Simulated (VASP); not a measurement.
A run of VASP 6.6.1:

The input INCAR:

```
SYSTEM = LiCl
PREC = Accurate
ENCUT = 520
EDIFF = 1E-7
ISMEAR = 0
SIGMA = 0.02
LREAL = .False.
LASPH = .True.
NELM = 100
ALGO = Normal
ISIF = 2
LWAVE = .False.
LCHARG = .True.
GGA = PE
LELF = .True.
LVHAR = .True.
NBANDS = 12
```

Contents of KPOINTS:

```
regular mesh
0
Gamma
  8 8 8
  0 0 0
```

The input POSCAR:

```
LiCl
1.0
    0.0000000000      2.6256415669      2.6256415669
    2.6256415669      0.0000000000      2.6256415669
    2.6256415669      2.6256415669      0.0000000000
Li Cl
1 1
Direct
    0.0000000000      0.0000000000      0.0000000000
    0.5000000000      0.5000000000      0.5000000000
```

Potentials or basis: VASP PAW PBE potentials, release 64 (Li_sv, Cl).

The run is started by

```sh
$ cat potpaw_PBE.64/Li_sv/POTCAR potpaw_PBE.64/Cl/POTCAR > POTCAR
$ mpirun -np 1 vasp_std > vasp.out
```

Hardware: 1 thread of Intel Xeon 6975P-C (shared host).

**Question.** How long does it take, and how much memory?

**Answer.** Wall time 13 s on 1 thread of Intel Xeon 6975P-C, with other jobs on the host, peak memory 0.15 GiB. Counts: scf iterations 15, k points 29.
